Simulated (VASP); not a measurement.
Wanted: the native input for a VASP 6.6.1 run.

| Item | Value |
| --- | --- |
| Task | single point |
| Functional | PBE |
| Potentials or basis | VASP PAW PBE potentials, release 64 (Sc_sv, F) |
| Cutoff | 520 eV |
| k mesh | 6 × 6 × 4 |
| Occupations | gaussian, width 0.1 eV |
| Spin | collinear spin |
| Starting moments | [0.0, 1.0, 1.0, 1.0, 1.0, 1.0] μB |
| Dipole correction | no |
| Further INCAR settings | ALGO = Normal; EDIFF = 1e-06; NBANDS = 36 |

The structure of ScF5 lies in POSCAR:

```
ScF5
1.0
    4.9966917800      0.0000000000      0.0000000000
   -2.4983458900      4.3272620100      0.0000000000
    0.0000000000      0.0000000000      3.8239483300
Sc F
1 5
Direct
    0.0000000000      0.0000000000      0.0000000000
    0.5000000000      0.5000000000      0.5000000000
    0.6666666700      0.3333333300      0.0000000000
    0.0000000000      0.5000000000      0.5000000000
    0.3333333300      0.6666666700      0.0000000000
    0.5000000000      0.0000000000      0.5000000000
```

The cell was built from a structure type or drawn by symmetry, and may not be a known phase.

One way to write it, as run:

INCAR

```
SYSTEM = ScF5
PREC = Accurate ; ENCUT = 520
EDIFF = 1E-6 ; ISMEAR = 0
SIGMA = 0.1 ; LREAL = .FALSE.
LASPH = .TRUE. ; NELM = 150
ALGO = Normal ; ISIF = 2
LWAVE = .FALSE. ; LCHARG = .FALSE.
ISPIN = 2 ; MAGMOM = 0 1 1 1 1 1
LORBIT = 11 ; LMAXMIX = 4
GGA = PE ; NBANDS = 36
```

KPOINTS

```
Automatic mesh
0
G
  6 6 4
  0 0 0
```

Potentials or basis: VASP PAW PBE potentials, release 64 (Sc_sv, F).

Run with:

```console
$ cat potpaw_PBE.64/Sc_sv/POTCAR potpaw_PBE.64/F/POTCAR > POTCAR
$ mpirun -np 1 vasp_std > vasp.out
```

It gave:

```
Pressure                                              : -11.8 GPa
Net moment                                            : 2.23 μB per cell
Site moments                                          : Sc -0.07; F +0.47, +0.39 (each value once) μB
Valence electrons inside the program's atomic spheres : Sc 8.62; F 5.90, 5.91 (each value once)
```

Caveat: the k points lie up to 0.41 Å⁻¹ apart.

Run time: 3.9 min on 1 thread of Intel(R) Xeon(R) Platinum 8488C (Sapphire Rapids), on a shared host, peak memory 0.28 GiB.
